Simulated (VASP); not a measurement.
# Zn (P6_3/mmc) in VASP: notebook

Runs on Zn. Level: PBE+D3(BJ). Tasks: single point, relaxation of cell and atoms.

Program: VASP 6.6.1. These are calculated values, not measurements. Logs are shortened: lines on timing, memory, paths and dates and some standing lists are left out, and cuts for length are marked.

## (1) The cell of the first run

It takes space group P6_3/mmc (No. 194, hexagonal). Conventional cell: a = 2.616 Å, b = 2.616 Å, c = 4.811 Å, α = 90.00°, β = 90.00°, γ = 120.00°. Zn (site symmetry -6m2) has 12 Zn at 2.62 to 2.84 Å within 3.5 Å.

## (2) Single point, PBE+D3(BJ)

The input, INCAR:

```
ALGO     = Normal         # electronic algorithm
EDIFF    = 1E-6           # SCF threshold, eV
ENCUT    = 520            # plane-wave cutoff, eV
GGA      = PE             # functional
ISIF     = 2              # what is computed and relaxed
ISMEAR   = 0              # smearing method
IVDW     = 12             # dispersion correction
LASPH    = T              # aspherical terms in the spheres
LCHARG   = F              # write CHGCAR
LREAL    = F              # projectors in reciprocal space
LWAVE    = F              # write WAVECAR
NBANDS   = 19             # bands
NELM     = 100            # most SCF steps
PREC     = Accurate       # precision mode
SIGMA    = 0.1            # smearing width, eV
```

The input, KPOINTS:

```
k-points
0
Gamma
  18 18 8
```

The input, POSCAR:

```
Zn
1.0
    2.6159525064      0.0000000000      0.0000000000
   -1.3079762532      2.2654813256      0.0000000000
    0.0000000000      0.0000000000      4.8112289884
Zn
2
Direct
    0.3333333333      0.6666666667      0.2500000000
    0.6666666667      0.3333333333      0.7500000000
```

Potentials or basis: VASP PAW PBE potentials, release 64 (Zn).

Command:

```sh
$ cat potpaw_PBE.64/Zn/POTCAR > POTCAR
$ mpirun -np 1 vasp_std > vasp.out
```

OUTCAR:

```text
EDIFF = 1E-6
   ENCUT = 520
   GGA = PE
   ISIF = 2
   ISMEAR = 0
   IVDW = 12
   LASPH = T
   LREAL = F
   NELM = 100
   PREC = Accurate
 IVDW          = 12

 ion  position               nearest neighbor table
   1  0.333  0.667  0.250-   2 2.84   2 2.84   2 2.84   2 2.84   2 2.84   2 2.84
   2  0.667  0.333  0.750-   1 2.84   1 2.84   1 2.84   1 2.84   1 2.84   1 2.84

  LATTYP: Found a hexagonal cell.
 ALAT       =     2.6159525064
 C/A-ratio  =     1.8391882026

  Lattice vectors:

 A1 = (   2.6159525064,   0.0000000000,   0.0000000000)
 A2 = (  -1.3079762532,   2.2654813256,   0.0000000000)
 A3 = (   0.0000000000,   0.0000000000,   4.8112289884)

Analysis of symmetry for initial positions (statically):
=====================================================================
 Subroutine PRICEL returns:
 Original cell was already a primitive cell.

 Routine SETGRP: Setting up the symmetry group for a
 hexagonal supercell.

 Subroutine GETGRP returns: Found 24 space group operations
 (whereof 12 operations were pure point group operations)
 out of a pool of 24 trial point group operations.

The static configuration has the point symmetry D_3d.
 The point group associated with its full space group is D_6h.

Analysis of symmetry for dynamics (positions and initial velocities):
=====================================================================
 Subroutine PRICEL returns:
 Original cell was already a primitive cell.

 Routine SETGRP: Setting up the symmetry group for a
 hexagonal supercell.

 Subroutine GETGRP returns: Found 24 space group operations
 (whereof 12 operations were pure point group operations)
 out of a pool of 24 trial point group operations.

The dynamic configuration has the point symmetry D_3d.
 The point group associated with its full space group is D_6h.

 Subroutine INISYM returns: Found 24 space group operations
 (whereof 12 operations are pure point group operations),
 and found     1 'primitive' translations

----------------------------------------------------------------------------------------

                                     Primitive cell

  volume of cell :      28.5132

  direct lattice vectors                    reciprocal lattice vectors
     2.615952506  0.000000000  0.000000000     0.382269937  0.220703651  0.000000000
    -1.307976253  2.265481326  0.000000000     0.000000000  0.441407302  0.000000000
[... 83 lines left out ...]
   ENCUT  =  520.0 eV  38.22 Ry    6.18 a.u.   4.86  4.86  8.95*2*pi/ulx,y,z
   NELM   =    100;   NELMIN=  2; NELMDL= -5     # of ELM steps
   EDIFF  = 0.1E-05   stopping-criterion for ELM
   LREAL  =      F    real-space projection
   EDIFFG = 0.1E-04   stopping-criterion for IOM
   NSW    =      0    number of steps for IOM
   IBRION =     -1    ionic relax: 0-MD 1-quasi-New 2-CG
   NFREE  =      0    steps in history (QN), initial steepest desc. (CG)
   ISIF   =      2    stress and relaxation
   ISYM   =      2    0-nonsym 1-usesym 2-fastsym
   POTIM  = 0.5000    time-step for ionic-motion
   TEBEG  =    0.0;   TEEND  =   0.0 temperature during run
   PSTRESS=    0.0 pullay stress
   NELECT =      24.0000    total number of electrons
   NUPDOWN=      -1.0000    fix difference up-down
   EMIN   =  10.00;   EMAX   =-10.00  energy-range for DOS
   EFERMI =   0.00;   METHOD = LEGACY
   ISMEAR =     0;   SIGMA  =   0.10  broadening in eV -4-tet -1-fermi 0-gaus
   EFERMI_NEDOS =   21; number of points for ismear=-14 and -15
   IALGO  =     38    algorithm
   IMIX   =      4    mixing-type and parameters
     AMIX     =   0.40;   BMIX     =  1.00
     AMIX_MAG =   1.60;   BMIX_MAG =  1.00
  volume/ion in A,a.u.               =      14.26        96.21
  Fermi-wavevector in a.u.,A,eV,Ry     =   1.545716  2.920980 32.507569  2.389239
  Thomas-Fermi vector in A             =   2.651055
   LORBIT       =      0    0 simple, 1 ext, 2 COOP (PROOUT), +10 PAW based schemes
   GGA     = PE    functional components
   LHFCALC =     F    Hartree Fock is set to
   AEXX    =    0.0000 exact exchange contribution
   IVDW    =    12    specifies the selected vdW correction
   LEPSILON=     F    determine dielectric tensor
   LRPA    =     F    only Hartree local field effects (RPA)
 non-spin polarized calculation
 Gauss-broadening in eV      SIGMA  =   0.10
  energy-cutoff  :      520.00
  volume of cell :       28.51
 maximum number of plane-waves:       786
 NGX is ok and might be reduce to    20
   NGX =  9   NGY =  9   NGZ = 17

 number of electron      24.0000036 magnetization

 Free energy of the ion-electron system (eV)
  ---------------------------------------------------
  ext. energy  EPLUGINS =         0.00000000
  ---------------------------------------------------
  free energy    TOTEN  =        -2.18556680 eV

  energy without entropy =       -2.18319387  energy(sigma->0) =       -2.18438034

 E-fermi :   3.7355     XC(G=0): -11.8962

 val. band max:        3.7352354253   @ k =   0.3333   0.3333   0.1250
 cond. band min:       3.7514325644   @ k =   0.3333   0.2778   0.1250
 fundamental gap:      0.0161971391
 Fermi energy:         3.7355174558

 k-point     1 :       0.0000    0.0000    0.0000
  band No.  band energies     occupation
      1      -7.3384      2.00000
      2      -5.3077      2.00000
      3      -4.5129      2.00000
      4      -4.2670      2.00000
      5      -4.2670      2.00000
      6      -4.2074      2.00000
[... 505 lines left out ...]
      6      -4.1179      2.00000
[... 11 lines left out ...]
     18      17.2540      0.00000
     19      18.3648      0.00000

 [... further k-points ...]

------------------------ aborting loop because EDIFF is reached ----------------------------------------

 Edisp (eV)   -0.85995

 E8    (eV) :    -0.3619

  FORCE on cell =-STRESS in cart. coord.  units (eV):
  Direction    XX          YY          ZZ          XY          YZ          ZX
  --------------------------------------------------------------------------------------
  -------------------------------------------------------------------------------------
  Total       0.09557     0.09557     0.04936     0.00000    -0.00000     0.00000
  in kB       5.37042     5.37042     2.77362     0.00000    -0.00000     0.00000
  external pressure =        4.50 kB  Pullay stress =        0.00 kB

 VOLUME and BASIS-vectors are now :
 -----------------------------------------------------------------------------
  energy-cutoff  :      520.00
  volume of cell :       28.51
      direct lattice vectors                 reciprocal lattice vectors
     2.615952506  0.000000000  0.000000000     0.382269937  0.220703651  0.000000000
    -1.307976253  2.265481326  0.000000000     0.000000000  0.441407302  0.000000000
     0.000000000  0.000000000  4.811228988     0.000000000  0.000000000  0.207847102

 POSITION                                       TOTAL-FORCE (eV/Angst)
 -----------------------------------------------------------------------------------
     -0.00000      1.51032      1.20281        -0.000000      0.000000      0.000000
      1.30798      0.75516      3.60842         0.000000     -0.000000      0.000000
 -----------------------------------------------------------------------------------
    total drift:                               -0.000000      0.000000      0.000000

  FREE ENERGIE OF THE ION-ELECTRON SYSTEM (eV)
  ---------------------------------------------------
  free  energy   TOTEN  =        -3.0455187331 eV

  energy  without entropy=       -3.0431458052  energy(sigma->0) =       -3.04433227
```

OSZICAR:

```text
N       E                     dE             d eps       ncg     rms          rms(c)
DAV:   1     0.113388855922E+03    0.11339E+03   -0.12425E+04  7334   0.204E+03
DAV:   2     0.268187923897E+01   -0.11071E+03   -0.10704E+03  7066   0.299E+02
DAV:   3    -0.240057575408E+01   -0.50825E+01   -0.50621E+01  7859   0.703E+01
DAV:   4    -0.242898228171E+01   -0.28407E-01   -0.28399E-01  7659   0.539E+00
DAV:   5    -0.242901650321E+01   -0.34222E-04   -0.34221E-04  7706   0.170E-01    0.460E+00
DAV:   6    -0.220230142800E+01    0.22672E+00   -0.84842E-01  7785   0.200E+01    0.335E+00
DAV:   7    -0.219088549824E+01    0.11416E-01   -0.29447E-02  8935   0.295E+00    0.170E+00
DAV:   8    -0.218556384245E+01    0.53217E-02   -0.17052E-03  9788   0.664E-01    0.474E-02
DAV:   9    -0.218556391038E+01   -0.67928E-07   -0.22713E-04  9519   0.197E-01    0.344E-02
DAV:  10    -0.218556702413E+01   -0.31138E-05   -0.22745E-05  7393   0.556E-02    0.314E-03
DAV:  11    -0.218556679937E+01    0.22477E-06   -0.76229E-08  4473   0.323E-03
   1 F= -.30455187E+01 E0= -.30443323E+01  d E =-.237293E-02
```

Run time: 52 s. Hardware: 1 thread of Intel Xeon Platinum 8259CL at 2.50GHz (Skylake/Cascade Lake), shared host; peak memory 0.21 GiB.

What came out:

| Item | Value |
| --- | --- |
| Free energy | -3.0455 eV |
| Pressure | 0.5 GPa |
| Band gap on the k mesh | zero (band 12 reaches 5.21 eV, above the bottom of band 13 at 0.71 eV) |
| Dispersion energy per atom | -0.430 eV |

Levels at points of the mesh, in eV from the Fermi level:
| k point | band 10 | band 11 | band 12 | band 13 | band 14 | band 15 |
| --- | --- | --- | --- | --- | --- | --- |
| (0.00, 0.00, 0.00) | -7.35 | -7.35 | -4.07 | -3.02 | 14.40 | 17.95 |
| (0.50, 0.00, 0.00) | -7.14 | -3.22 | -2.40 | 2.71 | 3.46 | 4.40 |
| (0.00, 0.00, 0.50) | -7.45 | -7.45 | -7.45 | 4.84 | 4.84 | 19.35 |
| (0.50, 0.00, 0.50) | -7.15 | -2.23 | -2.23 | 0.09 | 0.09 | 10.56 |

Caveat: pairwise dispersion overbinds metals, which lowers pressure and volume.

## (3) Relaxation of cell and atoms, PBE+D3(BJ)

This run uses another cell than the first one, of 15.34 Å³/atom, 1.076 times its volume.

The input, INCAR:

```
PREC = Accurate
ENCUT = 600
EDIFF = 1E-6
ISMEAR = 0
SIGMA = 0.1
LREAL = F
LASPH = T
NELM = 80
ALGO = Fast
ISIF = 3
LWAVE = F
LCHARG = F
GGA = PE
IVDW = 12
IBRION = 2
NSW = 70
EDIFFG = -0.005
```

The input, KPOINTS:

```
Automatic mesh
0
Gamma
  18 18 8
```

The input, POSCAR:

```
Zn
1.0
    2.6333229228      0.0000000000      0.0000000000
   -1.3166614614      2.2805245476      0.0000000000
    0.0000000000      0.0000000000      5.1082449431
Zn
2
Direct
    0.3333333333      0.6666666667      0.2500000000
    0.6666666667      0.3333333333      0.7500000000
```

Potentials or basis: VASP PAW PBE potentials, release 64 (Zn).

Command:

```sh
$ cat potpaw_PBE.64/Zn/POTCAR > POTCAR
$ mpirun -np 1 vasp_std > vasp.out
```

OUTCAR:

```text
PREC = Accurate
   ENCUT = 600
   EDIFF = 1E-6
   ISMEAR = 0
   LREAL = F
   LASPH = T
   NELM = 80
   ISIF = 3
   GGA = PE
   IVDW = 12
   IBRION = 2
   NSW = 70
   EDIFFG = -0.005
 IVDW          = 12

 ion  position               nearest neighbor table
   1  0.333  0.667  0.250-   2 2.97   2 2.97   2 2.97   2 2.97   2 2.97   2 2.97
   2  0.667  0.333  0.750-   1 2.97   1 2.97   1 2.97   1 2.97   1 2.97   1 2.97

  LATTYP: Found a hexagonal cell.
 ALAT       =     2.6333229228
 C/A-ratio  =     1.9398475207

  Lattice vectors:

 A1 = (   2.6333229228,   0.0000000000,   0.0000000000)
 A2 = (  -1.3166614614,   2.2805245476,   0.0000000000)
 A3 = (   0.0000000000,   0.0000000000,   5.1082449431)

Analysis of symmetry for initial positions (statically):
=====================================================================
 Subroutine PRICEL returns:
 Original cell was already a primitive cell.
[... 493 lines left out ...]
--------------------------------------- Ionic step        9  -------------------------------------------

 number of electron      24.0000005 magnetization

 Free energy of the ion-electron system (eV)
  ---------------------------------------------------
  ext. energy  EPLUGINS =         0.00000000
  ---------------------------------------------------
  free energy    TOTEN  =        -2.18816890 eV

  energy without entropy =       -2.18592857  energy(sigma->0) =       -2.18704873

 E-fermi :   3.7154     XC(G=0): -11.8845

 val. band max:        3.7123183554   @ k =   0.3333   0.2778   0.1250
 cond. band min:       3.7687983226   @ k =   0.1667   0.1111   0.1250
 fundamental gap:      0.0564799672
 Fermi energy:         3.7153542596

 k-point     1 :       0.0000    0.0000    0.0000
  band No.  band energies     occupation
      1      -7.3359      2.00000
      2      -5.3062      2.00000
      3      -4.5162      2.00000
      4      -4.2758      2.00000
      5      -4.2758      2.00000
      6      -4.2155      2.00000
[... 433 lines left out ...]
      3      -4.7941      2.00000
      4      -4.2737      2.00000
      5      -4.1605      2.00000
      6      -4.1281      2.00000
[... 8 lines left out ...]
     15       9.4567      0.00000
     16      10.6058      0.00000

 [... further k-points ...]

------------------------ aborting loop because EDIFF is reached ----------------------------------------

 Edisp (eV)   -0.85788

 E8    (eV) :    -0.3610
[... 25 lines left out ...]
  FREE ENERGIE OF THE ION-ELECTRON SYSTEM (eV)
  ---------------------------------------------------
  free  energy   TOTEN  =        -3.0460521334 eV

  energy  without entropy=       -3.0438118090  energy(sigma->0) =       -3.04493197

 reached required accuracy - stopping structural energy minimisation
```

OSZICAR:

```text
N       E                     dE             d eps       ncg     rms          rms(c)
DAV:   1     0.102333263913E+03    0.10233E+03   -0.13947E+04  6000   0.259E+03
DAV:   2     0.436280897587E+00   -0.10190E+03   -0.10058E+03  6080   0.318E+02
DAV:   3    -0.242139290662E+01   -0.28577E+01   -0.28538E+01  7248   0.645E+01
DAV:   4    -0.243004889958E+01   -0.86560E-02   -0.86556E-02  7032   0.362E+00
[... 77 lines left out ...]
RMM:   2    -0.218941303151E+01    0.95440E-02   -0.35488E-02  5923   0.272E+00    0.246E-01
RMM:   3    -0.218859584446E+01    0.81719E-03   -0.98405E-04  5920   0.477E-01    0.142E-01
RMM:   4    -0.218817283568E+01    0.42301E-03   -0.30716E-04  5920   0.163E-01    0.178E-02
RMM:   5    -0.218816985923E+01    0.29764E-05   -0.76461E-05  5920   0.141E-01    0.104E-02
RMM:   6    -0.218816889718E+01    0.96205E-06   -0.50275E-06  4956   0.238E-02
   9 F= -.30460521E+01 E0= -.30449320E+01  d E =-.130578E-03
```

Wall time 7.1 min (1 thread of Intel Xeon Platinum 8259CL at 2.50GHz (Skylake/Cascade Lake), shared host); peak memory 0.25 GiB.

What came out:

```
Free energy                            : -3.0461 eV
Relaxed volume                         : 14.29 Å³/atom
Relaxed cell                           : a = 2.621 Å, b = 2.621 Å, c = 4.805 Å, α = 90.00°, β = 90.00°, γ = 120.00°
Space group after relaxing (to 0.05 Å) : P6_3/mmc (No. 194)
Energy gained by relaxing              : 13.8 meV/atom
Ionic steps                            : 9
Pressure after relaxing                : 0.0 GPa
Band gap on the k mesh                 : zero (band 12 reaches 5.17 eV, above the bottom of band 13 at 0.73 eV)
Dispersion energy per atom             : -0.429 eV
```

Step by step:
| step | energy change (eV) | largest force (eV/Å) | pressure (GPa) | volume (Å³) |
| --- | --- | --- | --- | --- |
| 1 | 0.0000 | 0.0000 | -4.01 | 30.68 |
| 2 | -0.0207 | 0.0000 | 0.43 | 29.00 |
| 3 | -0.0208 | 0.0000 | -0.02 | 29.13 |
| 4 | -0.0235 | 0.0000 | -0.05 | 29.01 |
| 5 | -0.0270 | 0.0000 | 0.12 | 28.66 |
| 6 | -0.0274 | 0.0000 | 0.29 | 28.53 |
| 7 | -0.0274 | 0.0000 | 0.38 | 28.49 |
| 8 | -0.0273 | 0.0000 | -0.16 | 28.73 |
| 9 | -0.0275 | 0.0000 | -0.01 | 28.58 |

Final structure:
```
Zn
1.0
     2.62071    0.00000    0.00000
    -1.31036    2.26961    0.00000
     0.00000    0.00000    4.80460
Zn
2
Direct
  0.33333 0.66667 0.25000
  0.66667 0.33333 0.75000
```

Levels at points of the mesh, in eV from the Fermi level:
| k point | band 10 | band 11 | band 12 | band 13 | band 14 | band 15 |
| --- | --- | --- | --- | --- | --- | --- |
| (0.00, 0.00, 0.00) | -7.34 | -7.34 | -4.04 | -2.98 | 14.50 | 17.86 |
| (0.50, 0.00, 0.00) | -7.13 | -3.22 | -2.41 | 2.73 | 3.46 | 4.41 |
| (0.00, 0.00, 0.50) | -7.44 | -7.44 | -7.44 | 4.90 | 4.90 | 19.26 |
| (0.50, 0.00, 0.50) | -7.14 | -2.22 | -2.22 | 0.07 | 0.07 | 10.59 |

Caveat: pairwise dispersion overbinds metals, which lowers pressure and volume.
